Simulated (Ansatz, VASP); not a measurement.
**Mo in VASP and in Ansatz**

File INCAR:

```
SYSTEM = Mo
PREC     = Accurate       ! precision mode
ENCUT    = 520            ! plane-wave cutoff, eV
EDIFF    = 1E-6           ! SCF threshold, eV
ISMEAR   = -1             ! smearing method
SIGMA    = 0.08           ! smearing width, eV
LREAL    = .FALSE.        ! projectors in reciprocal space
LASPH    = .TRUE.         ! aspherical terms in the spheres
NELM     = 100            ! most SCF steps
ALGO     = Normal         ! electronic algorithm
ISIF     = 2              ! what is computed and relaxed
LWAVE    = .FALSE.        ! write WAVECAR
LCHARG   = .FALSE.        ! write CHGCAR
GGA      = PE             ! functional
NBANDS   = 13             ! bands
```

Contents of KPOINTS:

```
regular mesh
0
G
  17 17 17
  0 0 0
```

Contents of POSCAR:

```
Mo
1.0
    0.0000000000      2.0545198372      2.0545198372
    2.0545198372      0.0000000000      2.0545198372
    2.0545198372      2.0545198372      0.0000000000
Mo
1
Direct
    0.0000000000      0.0000000000      0.0000000000
```

Input for Ansatz:

```yaml
crystal:
  lattice:
    - [0.0, 2.0545198372, 2.0545198372]
    - [2.0545198372, 0.0, 2.0545198372]
    - [2.0545198372, 2.0545198372, 0.0]
  atoms:
    - { symbol: Mo, position: [0.0, 0.0, 0.0] }
kpoints:
  mp_grid: { grid: [17, 17, 17] }
scf:
  occupations: { method: fermi_dirac, width: 0.08 }
hamiltonian:
  xc: pbe
  pseudopotentials: { kind: all_electron, lapw: { basis_error: 0.0005 } }
output:
  forces: true
  stress: true
  eigenvalues: true
```

Change from the starting cell: volume scaled by 1.06.

Alike in both runs: task single point; functional PBE; k mesh 17 × 17 × 17; occupations fermi-dirac, width 0.08 eV; no spin polarisation.

```csv
,VASP,Ansatz
version,VASP 6.6.1,Ansatz 0.2.0
potentials or method,"VASP PAW PBE potentials, release 64 (Mo_sv), cutoff 520 eV","all-electron LAPW, scalar-relativistic"
```

```csv
,VASP,Ansatz,Ansatz less VASP
pressure (GPa),-15.5,-15.8,-0.31
```

Ansatz ran all-electron here, and VASP with PAW potentials.
